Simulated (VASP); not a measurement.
Here is a VASP 6.6.1 calculation.

INCAR

```
PREC = Accurate
ENCUT = 520
EDIFF = 1E-6
ISMEAR = 0
SIGMA = 0.05
LREAL = F
LASPH = T
NELM = 80
ALGO = Normal
ISIF = 2
LWAVE = F
LCHARG = F
NBANDS = 18
```

Contents of KPOINTS:

```
regular mesh
0
Gamma
  9 9 6
```

POSCAR

```
LiF
1.0
    3.2836156806      0.0000000000      0.0000000000
   -1.6418078403      2.8436945957      0.0000000000
    0.0000000000      0.0000000000      4.4752398111
Li F
2 2
Direct
    0.3333333333      0.6666666667      0.3839784076
    0.6666666667      0.3333333333      0.8839784076
    0.3333333333      0.6666666667      0.9910195924
    0.6666666667      0.3333333333      0.4910195924
```

Potentials or basis: VASP PAW LDA potentials, release 64 (Li_sv, F).

Command:

```bash
$ cat potpaw_LDA.64/Li_sv/POTCAR potpaw_LDA.64/F/POTCAR > POTCAR
$ mpirun -np 1 vasp_std > vasp.out
```

Problem. Predict the largest force.

Solution. 0.471 eV/Å.

Problem. What does it give for the band gap on the k mesh?

Solution. 7.10 eV.

Forces in eV/Å, atoms in the order of the input:
```
Li   0.000  0.000  0.471
Li   0.000  0.000  0.471
F    0.000  0.000 -0.471
F    0.000  0.000 -0.471
```

Caveat: an odd mesh through Γ misses points on the zone boundary, where band edges can lie.
